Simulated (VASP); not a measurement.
# Si (a cell with a defect): relaxation of the atoms with PBEsol

The system is Si (a cell with a defect).

```
Si
1.0
     0.00000    5.43000    5.43000
     5.43000    0.00000    5.43000
     5.43000    5.43000    0.00000
Si
17
Direct
  0.00000 0.00000 0.00000
  0.12500 0.12500 0.12500
  0.00000 0.00000 0.50000
  0.12500 0.12500 0.62500
  0.00000 0.50000 0.00000
  0.12500 0.62500 0.12500
  0.00000 0.50000 0.50000
  0.12500 0.62500 0.62500
  0.50000 0.00000 0.00000
  0.62500 0.12500 0.12500
  0.50000 0.00000 0.50000
  0.62500 0.12500 0.62500
  0.50000 0.50000 0.00000
  0.62500 0.62500 0.12500
  0.50000 0.50000 0.50000
  0.62500 0.62500 0.62500
  0.38610 0.37215 0.36375
```

- Program: VASP 6.6.1
- Task: relaxation of the atoms
- Functional: PBEsol
- Potentials or basis: VASP PAW PBE potentials, release 64 (Si)
- Cutoff: 520 eV
- k mesh: 2 × 2 × 2
- Occupations: gaussian, width 0.05 eV
- Spin: no spin polarisation
- Dipole correction: no
- Further INCAR settings: LREAL = Auto; ALGO = Normal; EDIFF = 1e-06; IBRION = 2; EDIFFG = -0.03; NSW = 80

* Energy gained by relaxing: 9.0 meV/atom
* Ionic steps: 7
* Pressure after relaxing: 3.5 GPa
* Largest force after relaxing: 0.028 eV/Å
* Band gap on the k mesh: zero (bands 34 and 35 overlap by 0.25 eV)

Forces in eV/Å, atoms in the order of the input:
```
Si   0.002 -0.014 -0.016
Si   0.003  0.002 -0.002
Si   0.004 -0.007 -0.001
Si  -0.005  0.015  0.012
Si   0.012 -0.008 -0.002
Si  -0.016  0.011  0.019
Si   0.004 -0.014 -0.008
Si  -0.012  0.009  0.003
Si  -0.009  0.018  0.014
Si   0.011 -0.008  0.005
Si  -0.025  0.011 -0.002
Si   0.003 -0.012 -0.011
Si  -0.004  0.014 -0.003
Si  -0.008 -0.014 -0.012
Si   0.000  0.015  0.022
Si   0.019 -0.013 -0.008
Si   0.022 -0.006 -0.011
```

The path:
```csv
step,energy change (eV),largest force (eV/Å),pressure (GPa)
1,0.0000,1.3748,4.02
2,-0.1439,0.2551,3.51
3,-0.1441,0.2744,3.49
4,-0.1507,0.1161,3.47
5,-0.1507,0.1193,3.47
6,-0.1521,0.0659,3.48
7,-0.1524,0.0278,3.49
```

Final structure:
```
Si
1.0
     0.00000    5.43000    5.43000
     5.43000    0.00000    5.43000
     5.43000    5.43000    0.00000
Si
17
Direct
  0.00088 0.00051 0.00037
  0.12485 0.12505 0.12511
  0.00066 0.00034 0.49855
  0.12220 0.12179 0.62793
  0.00077 0.49837 0.00030
  0.12229 0.62805 0.12156
  0.99621 0.50127 0.50125
  0.12218 0.62799 0.62789
  0.49803 0.00066 0.00050
  0.62824 0.12196 0.12162
  0.50221 0.99296 0.50249
  0.62820 0.12181 0.62798
  0.50288 0.50318 0.99087
  0.62822 0.62810 0.12157
  0.50182 0.50192 0.50195
  0.62788 0.62420 0.62222
  0.37856 0.37400 0.37159
```

Levels at points of the mesh, in eV from the Fermi level:
```
           k point  band 30  band 31  band 32  band 33  band 34  band 35  band 36  band 37  band 38  band 39
(0.00, 0.00, 0.00)    -1.67    -0.76    -0.76    -0.76    -0.24    -0.23    -0.22     0.05     0.05     0.43
(0.50, 0.00, 0.00)    -1.50    -1.50    -1.36    -1.35    -0.32     0.51     0.53     0.88     0.88     1.29
(0.00, 0.50, 0.00)    -1.51    -1.50    -1.36    -1.35    -0.32     0.51     0.54     0.88     0.88     1.30
(0.00, 0.00, 0.50)    -1.51    -1.51    -1.36    -1.35    -0.32     0.52     0.54     0.87     0.88     1.30
(0.50, 0.50, 0.50)    -1.51    -1.50    -1.36    -1.35    -0.32     0.51     0.54     0.88     0.88     1.29
(0.50, 0.50, 0.00)    -1.95    -1.95    -1.81    -0.96     0.02     0.72     1.05     1.05     1.15     1.91
(0.00, 0.50, 0.50)    -1.95    -1.95    -1.81    -0.96     0.02     0.72     1.04     1.06     1.15     1.91
(0.50, 0.00, 0.50)    -1.95    -1.95    -1.81    -0.96     0.02     0.72     1.05     1.05     1.15     1.91
```

Run time: 10 min on 1 thread of Intel(R) Xeon(R) Platinum 8259CL CPU @ 2.50GHz (Skylake/Cascade Lake) (shared host), peak memory 0.53 GiB.

Caveat: the k points lie up to 0.50 Å⁻¹ apart; the PAW data sets were made with another functional, which shifts forces and pressure a little.
